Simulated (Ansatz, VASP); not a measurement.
# Ti: VASP beside Ansatz

```xyz
2
Lattice="2.9695 0.0000 0.0000 -1.4848 2.5717 0.0000 0.0000 0.0000 4.7170" Properties=species:S:1:pos:R:3 pbc="T T T"
Ti    0.0000    1.7145    1.1793
Ti    1.4848    0.8572    3.5378
```

Change from the starting cell: volume scaled by 1.02.

Alike in both runs: task single point; functional PBEsol; k mesh 13 × 13 × 7; occupations fermi-dirac, width 0.08 eV; no spin polarisation.

|  | VASP | Ansatz |
| --- | --- | --- |
| version | VASP 6.6.1 | Ansatz 0.2.0 |
| potentials or method | VASP PAW PBE potentials, release 64 (Ti_sv), cutoff 520 eV | all-electron LAPW, scalar-relativistic |

```tsv
	VASP	Ansatz	Ansatz less VASP
pressure (GPa)	-7.8	-7.7	+0.15
traceless stress, the component that is largest in VASP (GPa)	-0.35	-0.35	0.000
```

VASP's potentials were made for PBE, not for PBEsol. Ansatz ran all-electron here, and VASP with PAW potentials.
